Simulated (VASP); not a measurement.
Input of a VASP 6.6.1 run:

The input INCAR:

```
ALGO     = Normal         # electronic algorithm
EDIFF    = 1E-8           # SCF threshold, eV
ENCUT    = 520            # plane-wave cutoff, eV
GGA      = CA             # functional
ISIF     = 2              # what is computed and relaxed
ISMEAR   = -1             # smearing method
LASPH    = T              # aspherical terms in the spheres
LCHARG   = F              # write CHGCAR
LEFG     = T            
LREAL    = F              # projectors in reciprocal space
LWAVE    = F              # write WAVECAR
NBANDS   = 16             # bands
NELM     = 60             # most SCF steps
PREC     = Accurate       # precision mode
SIGMA    = 0.08           # smearing width, eV
```

KPOINTS

```
k-points
0
Gamma
  10 10 10
```

POSCAR

```
GaAs
1.0
    0.0000000000      2.8268500000      2.8833870000
    2.8268500000      0.0000000000      2.8833870000
    2.8268500000      2.8268500000      0.0000000000
Ga As
1 1
Direct
    0.0000000000      0.0000000000      0.0000000000
    0.7500000000      0.7500000000      0.7500000000
```

Potentials or basis: VASP PAW LDA potentials, release 64 (Ga_d, As).

Run with:

```bash
$ cat potpaw_LDA.64/Ga_d/POTCAR potpaw_LDA.64/As/POTCAR > POTCAR
$ mpirun -np 1 vasp_std > vasp.out
```

Problem. Predict the pressure.

Solution. -2.8 GPa.

Electric field gradients, principal values (V/Å²):
```
atom   least  middle  greatest (by size)
1 Ga   1.592   1.599              -3.191
2 As  -2.325  -2.325               4.650
```

Caveat: the cell differs from its parent crystal (zz strain of +2 %); without QUAD_EFG the Cq values of the log hold for a quadrupole moment of 1 mb, not for the nuclei.
